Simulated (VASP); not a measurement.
# Se (P3_221) in VASP: further runs

Se is run at these levels: PBE+D3(BJ); tasks: single point, relaxation of cell and atoms.

Everything below comes from runs of VASP 6.6.1. Logs are shortened: lines on timing, memory, paths and dates and some standing lists are left out, and cuts for length are marked.

## (1) The cell of the first run

The structure is trigonal, space group P3_221 (No. 154). The conventional cell has a = 4.066 Å, b = 4.066 Å, c = 5.128 Å, α = 90.00°, β = 90.00°, γ = 120.00°. Se (site symmetry 2) has 6 Se at 2.44 to 3.20 Å within 3.2 Å.

## (2) Single point, PBE+D3(BJ)

Input file INCAR:

```
SYSTEM = Se
PREC = Accurate
ENCUT = 520
EDIFF = 1E-6
ISMEAR = 0
SIGMA = 0.02
LREAL = .False.
LASPH = .True.
NELM = 100
ALGO = Normal
ISIF = 2
LWAVE = .False.
LCHARG = .False.
GGA = PE
IVDW = 12
NBANDS = 16
```

Input file KPOINTS:

```
Automatic mesh
0
Gamma
  12 12 8
  0 0 0
```

Input file POSCAR:

```
Se
1.0
    4.0663880063      0.0000000000      0.0000000000
   -2.0331940031      3.5215953151      0.0000000000
    0.0000000000      0.0000000000      5.1281022173
Se
3
Direct
    0.2474440730      0.0000000000      0.1666666667
    0.0000000000      0.2474440730      0.8333333333
    0.7525559270      0.7525559270      0.5000000000
```

Potentials or basis: VASP PAW PBE potentials, release 64 (Se).

On the command line:

```sh
cat potpaw_PBE.64/Se/POTCAR > POTCAR
mpirun -np 1 vasp_std > vasp.out
```

OUTCAR:

```text
SYSTEM = Se
   PREC = Accurate
   ENCUT = 520
   EDIFF = 1E-6
   ISMEAR = 0
   LREAL = .False.
   LASPH = .True.
   NELM = 100
   ISIF = 2
   GGA = PE
   IVDW = 12
 IVDW          = 12

 ion  position               nearest neighbor table
   1  0.247  0.000  0.167-   3 2.44   2 2.44
   2  0.000  0.247  0.833-   3 2.44   1 2.44
   3  0.753  0.753  0.500-   2 2.44   1 2.44

  LATTYP: Found a hexagonal cell.
 ALAT       =     4.0663880063
 C/A-ratio  =     1.2610951560

  Lattice vectors:

 A1 = (   4.0663880063,   0.0000000000,   0.0000000000)
 A2 = (  -2.0331940031,   3.5215953151,   0.0000000000)
 A3 = (   0.0000000000,   0.0000000000,   5.1281022173)

Analysis of symmetry for initial positions (statically):
=====================================================================
 Subroutine PRICEL returns:
 Original cell was already a primitive cell.

 Routine SETGRP: Setting up the symmetry group for a
 hexagonal supercell.

 Subroutine GETGRP returns: Found  6 space group operations
 (whereof  2 operations were pure point group operations)
 out of a pool of 24 trial point group operations.

The static configuration has the point symmetry C_2 .
 The point group associated with its full space group is D_3 .

Analysis of symmetry for dynamics (positions and initial velocities):
=====================================================================
 Subroutine PRICEL returns:
 Original cell was already a primitive cell.

 Routine SETGRP: Setting up the symmetry group for a
 hexagonal supercell.

 Subroutine GETGRP returns: Found  6 space group operations
 (whereof  2 operations were pure point group operations)
 out of a pool of 24 trial point group operations.

The dynamic configuration has the point symmetry C_2 .
 The point group associated with its full space group is D_3 .

 Subroutine INISYM returns: Found  6 space group operations
 (whereof  2 operations are pure point group operations),
 and found     1 'primitive' translations

----------------------------------------------------------------------------------------

                                     Primitive cell

  volume of cell :      73.4353

  direct lattice vectors                    reciprocal lattice vectors
     4.066388006  0.000000000  0.000000000     0.245918490  0.141981107  0.000000000
    -2.033194003  3.521595315  0.000000000     0.000000000  0.283962213  0.000000000
     0.000000000  0.000000000  5.128102217     0.000000000  0.000000000  0.195003913

  length of vectors
     4.066388006  4.066388006  5.128102217     0.283962213  0.283962213  0.195003913

  position of ions in fractional coordinates (direct lattice)
     0.247444073  0.000000000  0.166666667
     0.000000000  0.247444073  0.833333333
     0.752555927  0.752555927  0.500000000

  ion indices of the primitive-cell ions
   primitive index   ion index
                 1           1
                 2           2
                 3           3

----------------------------------------------------------------------------------------

 KPOINTS: Automatic mesh

Automatic generation of k-mesh.
 Grid dimensions read from file:
 generate k-points for:   12   12    8

 Generating k-lattice:

  Cartesian coordinates                     Fractional coordinates (reciprocal lattice)
     0.020493208  0.011831759  0.000000000     0.083333333  0.000000000  0.000000000
     0.000000000  0.023663518  0.000000000     0.000000000  0.083333333  0.000000000
     0.000000000  0.000000000  0.024375489     0.000000000  0.000000000  0.125000000

  Length of vectors
     0.023663518  0.023663518  0.024375489

  Shift w.r.t. Gamma in fractional coordinates (k-lattice)
     0.000000000  0.000000000  0.000000000

 Subroutine IBZKPT returns following result:
 ===========================================

 Found    131 irreducible k-points:

 Following reciprocal coordinates:
            Coordinates               Weight
  0.000000  0.000000  0.000000      1.000000
  0.083333  0.000000  0.000000      6.000000
  0.166667  0.000000  0.000000      6.000000
  0.250000  0.000000  0.000000      6.000000
  0.333333 -0.000000  0.000000      6.000000
  0.416667  0.000000  0.000000      6.000000
[... 16 lines left out ...]
  0.166667  0.000000  0.125000      6.000000
  0.000000  0.166667  0.125000      6.000000
 [... further k-points ...]
   k-points           NKPTS =    131   k-points in BZ     NKDIM =    131   number of bands    NBANDS=     16
   number of dos      NEDOS =    301   number of ions     NIONS =      3
   total plane-waves  NPLWV =  36000
   dimension x,y,z NGX =    30 NGY =   30 NGZ =   40
   dimension x,y,z NGXF=    60 NGYF=   60 NGZF=   80
   ions per type =               3
   NGX,Y,Z   is equivalent  to a cutoff of  12.26, 12.26, 12.97 a.u.
   NGXF,Y,Z  is equivalent  to a cutoff of  24.53, 24.53, 25.93 a.u.
 SYSTEM =  Se
   PREC   = accura    normal or accurate (medium, high low for compatibility)
   ISTART =      0    job   : 0-new  1-cont  2-samecut
   ICHARG =      2    charge: 1-file 2-atom 10-const
   ISPIN  =      1    spin polarized calculation?
   LNONCOLLINEAR =      F non collinear calculations
   LSORBIT =      F    spin-orbit coupling
   LASPH  =      T    aspherical Exc in radial PAW
   ENCUT  =  520.0 eV  38.22 Ry    6.18 a.u.   7.56  7.56  9.53*2*pi/ulx,y,z
   NELM   =    100;   NELMIN=  2; NELMDL= -5     # of ELM steps
   EDIFF  = 0.1E-05   stopping-criterion for ELM
   LREAL  =      F    real-space projection
   EDIFFG = 0.1E-04   stopping-criterion for IOM
   NSW    =      0    number of steps for IOM
   IBRION =     -1    ionic relax: 0-MD 1-quasi-New 2-CG
   NFREE  =      0    steps in history (QN), initial steepest desc. (CG)
   ISIF   =      2    stress and relaxation
   ISYM   =      2    0-nonsym 1-usesym 2-fastsym
   POTIM  = 0.5000    time-step for ionic-motion
   TEBEG  =    0.0;   TEEND  =   0.0 temperature during run
   PSTRESS=    0.0 pullay stress
   NELECT =      18.0000    total number of electrons
   NUPDOWN=      -1.0000    fix difference up-down
   EMIN   =  10.00;   EMAX   =-10.00  energy-range for DOS
   EFERMI =   0.00;   METHOD = LEGACY
   ISMEAR =     0;   SIGMA  =   0.02  broadening in eV -4-tet -1-fermi 0-gaus
   EFERMI_NEDOS =   21; number of points for ismear=-14 and -15
   IALGO  =     38    algorithm
   IMIX   =      4    mixing-type and parameters
     AMIX     =   0.40;   BMIX     =  1.00
     AMIX_MAG =   1.60;   BMIX_MAG =  1.00
  volume/ion in A,a.u.               =      24.48       165.19
  Fermi-wavevector in a.u.,A,eV,Ry     =   1.024544  1.936108 14.281910  1.049691
  Thomas-Fermi vector in A             =   2.158337
   LORBIT       =      0    0 simple, 1 ext, 2 COOP (PROOUT), +10 PAW based schemes
   GGA     = PE    functional components
   LHFCALC =     F    Hartree Fock is set to
   AEXX    =    0.0000 exact exchange contribution
   IVDW    =    12    specifies the selected vdW correction
   LEPSILON=     F    determine dielectric tensor
   LRPA    =     F    only Hartree local field effects (RPA)
 non-spin polarized calculation
 Gauss-broadening in eV      SIGMA  =   0.02
  energy-cutoff  :      520.00
  volume of cell :       73.44
 maximum number of plane-waves:      2000
   NGX = 15   NGY = 15   NGZ = 19

 number of electron      17.9999998 magnetization

 Free energy of the ion-electron system (eV)
  ---------------------------------------------------
  ext. energy  EPLUGINS =         0.00000000
  ---------------------------------------------------
  free energy    TOTEN  =       -10.42276604 eV

  energy without entropy =      -10.42276604  energy(sigma->0) =      -10.42276604

 E-fermi :   3.8286     XC(G=0):  -9.4361

 val. band max:        3.7002344993   @ k =   0.4167   0.1667   0.5000
 cond. band min:       4.2068024400   @ k =   0.3333   0.3333   0.5000
 fundamental gap:      0.5065679407
 Fermi energy:         3.8285636622

 k-point     1 :       0.0000    0.0000    0.0000
  band No.  band energies     occupation
      1     -12.2692      2.00000
      2      -8.2251      2.00000
      3      -8.2251      2.00000
      4       0.0509      2.00000
      5       0.2498      2.00000
      6       0.2498      2.00000
[... 8 lines left out ...]
     15      10.6093      0.00000
     16      12.1138      0.00000

 k-point     2 :       0.0833    0.0000    0.0000
  band No.  band energies     occupation
      1     -12.2232      2.00000
      2      -8.2463      2.00000
      3      -8.2144      2.00000
      4      -0.3537      2.00000
      5       0.0359      2.00000
      6       0.2885      2.00000
[... 8 lines left out ...]
     15      10.9347      0.00000
     16      11.9390      0.00000

 k-point     3 :       0.1667    0.0000    0.0000
  band No.  band energies     occupation
      1     -12.0904      2.00000
      2      -8.3185      2.00000
      3      -8.1842      2.00000
      4      -0.9639      2.00000
      5      -0.3389      2.00000
      6       0.1534      2.00000
[... 8 lines left out ...]
     15      11.5053      0.00000
     16      12.0686      0.00000

 k-point     4 :       0.2500    0.0000    0.0000
  band No.  band energies     occupation
      1     -11.8873      2.00000
      2      -8.4563      2.00000
      3      -8.1410      2.00000
      4      -1.4426      2.00000
      5      -0.7012      2.00000
      6      -0.0488      2.00000
[... 8 lines left out ...]
     15      11.9985      0.00000
     16      12.6612      0.00000

 k-point     5 :       0.3333   -0.0000    0.0000
  band No.  band energies     occupation
      1     -11.6492      2.00000
      2      -8.6515      2.00000
      3      -8.0957      2.00000
      4      -1.7026      2.00000
      5      -0.9923      2.00000
      6      -0.1987      2.00000
[... 8 lines left out ...]
     15      12.6909      0.00000
     16      13.4751      0.00000

 k-point     6 :       0.4167    0.0000    0.0000
  band No.  band energies     occupation
      1     -11.4404      2.00000
      2      -8.8435      2.00000
      3      -8.0610      2.00000
      4      -1.7775      2.00000
      5      -1.1812      2.00000
      6      -0.2097      2.00000
[... 8 lines left out ...]
     15      13.6278      0.00000
     16      14.2901      0.00000

 k-point     7 :       0.5000    0.0000    0.0000
  band No.  band energies     occupation
      1     -11.3532      2.00000
      2      -8.9278      2.00000
      3      -8.0481      2.00000
      4      -1.7785      2.00000
      5      -1.2477      2.00000
      6      -0.0856      2.00000
[... 8 lines left out ...]
     15      14.2161      0.00000
     16      14.5846      0.00000

 k-point     8 :       0.0833    0.0833    0.0000
  band No.  band energies     occupation
      1     -12.1338      2.00000
      2      -8.2887      2.00000
      3      -8.1985      2.00000
      4      -0.7697      2.00000
      5      -0.3549      2.00000
      6       0.3182      2.00000
[... 8 lines left out ...]
     15      11.4128      0.00000
     16      11.8100      0.00000

 k-point     9 :       0.1667    0.0833    0.0000
  band No.  band energies     occupation
      1     -11.9653      2.00000
      2      -8.3841      2.00000
      3      -8.1734      2.00000
      4      -1.2428      2.00000
      5      -0.7535      2.00000
      6       0.2144      2.00000
[... 8 lines left out ...]
     15      11.9592      0.00000
     16      12.1187      0.00000
[... 172 lines left out ...]
 k-point    19 :       0.3333    0.3333    0.0000
  band No.  band energies     occupation
      1     -11.2109      2.00000
      2      -8.5719      2.00000
      3      -8.5719      2.00000
      4      -1.4875      2.00000
      5      -1.4875      2.00000
      6       0.4802      2.00000
[... 8 lines left out ...]
     15      11.3251      0.00000
     16      14.1811      0.00000

 k-point    20 :       0.0000    0.0000    0.1250
  band No.  band energies     occupation
      1     -12.1985      2.00000
      2      -9.0680      2.00000
      3      -7.3778      2.00000
      4      -0.0955      2.00000
      5       0.0971      2.00000
      6       0.5187      2.00000
[... 8 lines left out ...]
     15      10.9422      0.00000
     16      11.4191      0.00000

 k-point    21 :       0.0833    0.0000    0.1250
  band No.  band energies     occupation
      1     -12.1529      2.00000
      2      -9.0578      2.00000
      3      -7.4038      2.00000
      4      -0.3053      2.00000
      5      -0.2080      2.00000
      6       0.4525      2.00000
[... 8 lines left out ...]
     15      11.0961      0.00000
     16      11.6277      0.00000

 k-point    22 :       0.0000    0.0833    0.1250
  band No.  band energies     occupation
      1     -12.1531      2.00000
      2      -9.0544      2.00000
      3      -7.4100      2.00000
      4      -0.4147      2.00000
      5       0.0286      2.00000
      6       0.4012      2.00000
[... 8 lines left out ...]
     15      11.1655      0.00000
     16      11.3573      0.00000

 k-point    23 :       0.1667    0.0000    0.1250
  band No.  band energies     occupation
      1     -12.0207      2.00000
      2      -9.0406      2.00000
      3      -7.4724      2.00000
      4      -0.9000      2.00000
      5      -0.6201      2.00000
      6       0.2695      2.00000
[... 8 lines left out ...]
     15      11.5015      0.00000
     16      12.2462      0.00000

 k-point    24 :       0.0000    0.1667    0.1250
  band No.  band energies     occupation
      1     -12.0222      2.00000
      2      -9.0155      2.00000
      3      -7.5167      2.00000
      4      -0.9218      2.00000
      5      -0.2232      2.00000
      6       0.2123      2.00000
[... 8 lines left out ...]
     15      11.3939      0.00000
     16      11.6213      0.00000

 [... further k-points ...]

------------------------ aborting loop because EDIFF is reached ----------------------------------------

 Edisp (eV)   -1.06943

 E8    (eV) :    -0.4419

  FORCE on cell =-STRESS in cart. coord.  units (eV):
  Direction    XX          YY          ZZ          XY          YZ          ZX
  --------------------------------------------------------------------------------------
  -------------------------------------------------------------------------------------
  Total       0.03948     0.03948     0.08105     0.00000     0.00000     0.00000
  in kB       0.86136     0.86136     1.76827     0.00000     0.00000     0.00000
  external pressure =        1.16 kB  Pullay stress =        0.00 kB

 VOLUME and BASIS-vectors are now :
 -----------------------------------------------------------------------------
  energy-cutoff  :      520.00
  volume of cell :       73.44
      direct lattice vectors                 reciprocal lattice vectors
     4.066388006  0.000000000  0.000000000     0.245918490  0.141981107  0.000000000
    -2.033194003  3.521595315  0.000000000     0.000000000  0.283962213  0.000000000
     0.000000000  0.000000000  5.128102217     0.000000000  0.000000000  0.195003913

 POSITION                                       TOTAL-FORCE (eV/Angst)
 -----------------------------------------------------------------------------------
      1.00620      0.00000      0.85468         0.019683      0.000000      0.000000
     -0.50310      0.87140      4.27342        -0.009841      0.017046      0.000000
      1.53009      2.65020      2.56405        -0.009841     -0.017046      0.000000
 -----------------------------------------------------------------------------------
    total drift:                               -0.000001     -0.000001      0.000000

  FREE ENERGIE OF THE ION-ELECTRON SYSTEM (eV)
  ---------------------------------------------------
  free  energy   TOTEN  =       -11.4921921946 eV

  energy  without entropy=      -11.4921921946  energy(sigma->0) =      -11.49219219
```

Run time: 60 s. Hardware: 1 thread of AMD EPYC 9R45 (Zen 5), shared host; peak memory 0.24 GiB.

What came out:

```yaml
Free_energy: -11.4922 eV
Pressure: 0.1 GPa
Largest_force: 0.020 eV/Å
Band_gap_on_the_k_mesh: 0.51 eV, indirect (least direct gap 0.53 eV)
Dispersion_energy_per_atom: -0.356 eV
```

Forces in eV/Å, atoms in the order of the input:
```
Se   0.020  0.000  0.000
Se  -0.010  0.017  0.000
Se  -0.010 -0.017  0.000
```

Stress tensor (GPa, compression positive):
```
0.09 0.00 0.00
0.00 0.09 0.00
0.00 0.00 0.18
```

Levels at points of the mesh, in eV from the valence-band top:
| k point | band 7 | band 8 | band 9 | band 10 | band 11 | band 12 |
| --- | --- | --- | --- | --- | --- | --- |
| (0.00, 0.00, 0.00) | -1.88 | -1.88 | -0.54 | 1.46 | 1.46 | 2.05 |
| (0.50, 0.00, 0.00) | -3.54 | -1.47 | -0.98 | 1.47 | 1.72 | 4.25 |
| (0.00, 0.00, 0.50) | -1.39 | -1.36 | -1.36 | 0.93 | 0.95 | 0.95 |
| (0.50, 0.00, 0.50) | -2.41 | -1.93 | -0.08 | 1.32 | 2.50 | 2.95 |

## (3) Relaxation of cell and atoms, PBE+D3(BJ)

This run uses another cell than the first one, of 24.56 Å³/atom, 1.003 times its volume.

Input file INCAR:

```
SYSTEM = Se
  PREC = Accurate
  ENCUT = 600
  EDIFF = 1E-7
  ISMEAR = 0
  SIGMA = 0.02
  LREAL = .False.
  LASPH = .True.
  NELM = 100
  ALGO = Normal
  ISIF = 3
  LWAVE = .False.
  LCHARG = .False.
  GGA = PE
  IVDW = 12
  IBRION = 2
  NSW = 100
  EDIFFG = -0.005
```

Input file KPOINTS:

```
regular mesh
0
Gamma
  12 12 8
  0 0 0
```

Input file POSCAR:

```
Se
1.0
    4.0755345057      0.0000000000      0.0000000000
   -2.0377672528      3.5295164159      0.0000000000
    0.0000000000      0.0000000000      5.1213118242
Se
3
Direct
    0.2464234806      0.0000000000      0.1666666667
    0.0000000000      0.2464234806      0.8333333333
    0.7535765194      0.7535765194      0.5000000000
```

Potentials or basis: VASP PAW PBE potentials, release 64 (Se).

On the command line:

```sh
cat potpaw_PBE.64/Se/POTCAR > POTCAR
mpirun -np 1 vasp_std > vasp.out
```

It took 4.8 min on 1 thread of AMD EPYC 9R45 (Zen 5), shared host; peak memory 0.3 GiB.

It converged, with:

* Free energy: -11.4924 eV
* Relaxed volume: 24.48 Å³/atom
* Relaxed cell: a = 4.066 Å, b = 4.066 Å, c = 5.131 Å, α = 90.00°, β = 90.00°, γ = 120.00°
* Space group after relaxing (to 0.05 Å): P3_221 (No. 154)
* Energy gained by relaxing: 0.1 meV/atom
* Ionic steps: 8
* Pressure after relaxing: 0.0 GPa
* Band gap on the k mesh: 0.50 eV, indirect (least direct gap 0.52 eV)
* Dispersion energy per atom: -0.356 eV

Step by step:
```tsv
step	energy change (eV)	largest force (eV/Å)	pressure (GPa)	volume (Å³)
1	0.0000	0.0429	0.18	73.67
2	-0.0001	0.0101	-0.21	73.97
3	-0.0002	0.0121	-0.04	73.84
4	-0.0002	0.0114	-0.05	73.85
5	-0.0002	0.0095	-0.04	73.79
6	-0.0003	0.0040	-0.02	73.63
7	-0.0003	0.0064	0.03	73.31
8	-0.0004	0.0018	0.00	73.45
```

Final structure:
```yaml
crystal:
  lattice:
    - [4.06577, 0.00000, 0.00000]
    - [-2.03288, 3.52106, 0.00000]
    - [0.00000, 0.00000, 5.13051]
  atoms:
    - { symbol: Se, position: [0.24789, 0.00000, 0.16667] }
    - { symbol: Se, position: [0.00000, 0.24789, 0.83333] }
    - { symbol: Se, position: [0.75211, 0.75211, 0.50000] }
```

Levels at points of the mesh, in eV from the valence-band top:
```
           k point  band 5  band 6  band 7  band 8  band 9  band 10  band 11  band 12  band 13
(0.00, 0.00, 0.00)   -3.44   -3.44   -1.87   -1.87   -0.54     1.45     1.45     2.04     6.40
(0.50, 0.00, 0.00)   -4.94   -3.79   -3.54   -1.46   -0.98     1.46     1.71     4.24     4.46
(0.00, 0.00, 0.50)   -3.10   -3.10   -1.38   -1.35   -1.35     0.93     0.94     0.94     5.68
(0.50, 0.00, 0.50)   -4.35   -4.22   -2.41   -1.93   -0.08     1.31     2.50     2.95     6.03
```

A k mesh can miss the band edges.

[end of part 1 of 2]
